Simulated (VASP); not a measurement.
Input of a VASP 6.6.1 run:

The input INCAR:

```
SYSTEM = NaH
PREC     = Accurate       ! precision mode
ENCUT    = 520            ! plane-wave cutoff, eV
EDIFF    = 1E-6           ! SCF threshold, eV
ISMEAR   = 0              ! smearing method
SIGMA    = 0.01           ! smearing width, eV
LREAL    = .False.        ! projectors in reciprocal space
LASPH    = .True.         ! aspherical terms in the spheres
NELM     = 60             ! most SCF steps
ALGO     = Normal         ! electronic algorithm
ISIF     = 2              ! what is computed and relaxed
LWAVE    = .False.        ! write WAVECAR
LCHARG   = .True.         ! write CHGCAR
GGA      = PE             ! functional
LELF     = .True.         ! ELF
LVHAR    = .True.       
NBANDS   = 11             ! bands
```

KPOINTS

```
Automatic mesh
0
Gamma
  8 8 8
  0 0 0
```

File POSCAR:

```
NaH
1.0
    0.0000000000      2.4400000000      2.4400000000
    2.4400000000      0.0000000000      2.4400000000
    2.4400000000      2.4400000000      0.0000000000
Na H
1 1
Direct
    0.0000000000      0.0000000000      0.0000000000
    0.5000000000      0.5000000000      0.5000000000
```

Potentials or basis: VASP PAW PBE potentials, release 64 (Na_pv, H).

The run is started by

```console
$ cat potpaw_PBE.64/Na_pv/POTCAR potpaw_PBE.64/H/POTCAR > POTCAR
$ mpirun -np 1 vasp_std > vasp.out
```

Predict the band gap on the k mesh.

3.71 eV, indirect (least direct gap 4.55 eV).

Predict the pressure.

-0.7 GPa.

A k mesh can miss the band edges. A hybrid or GW would open this gap; PBE tends to underestimate it.
